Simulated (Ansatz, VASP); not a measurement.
# Two plane-wave programs on Al

```
CELL_PARAMETERS angstrom
-3.23645 -3.23645 3.23645
-3.23645 3.23645 -3.23645
3.23645 -3.23645 -3.23645
ATOMIC_POSITIONS crystal
Al 0.50000 0.50000 0.50000
Al 0.00000 0.50000 0.50000
Al 0.50000 0.00000 0.50000
Al 0.00000 0.00000 0.50000
Al 0.50000 0.50000 0.00000
Al 0.00000 0.50000 0.00000
Al 0.50000 0.00000 0.00000
Al 0.00000 0.00000 0.00000
```

Alike in both runs: functional PBE; k mesh 8 × 8 × 8; occupations gaussian, width 0.1 eV; no spin polarisation.

Ansatz relaxed the structure, and its values are those at the end. VASP's run is a single point on that final structure, the one shown.

|  | VASP | Ansatz |
| --- | --- | --- |
| version | VASP 6.6.1 | Ansatz 0.2.0 |
| potentials or method | VASP PAW PBE potentials, release 64 (Al), cutoff 520 eV | scalar-relativistic, plane waves, PAW |
| valence electrons in the cell | 24 | 24 |

```tsv
	VASP	Ansatz	Ansatz less VASP
gap on the k mesh at the Fermi level (eV)	none	none	-
pressure (GPa)	-0.1	-0.1	+0.02
```

A gap of «none» marks a metal or a gap that the smearing closes.
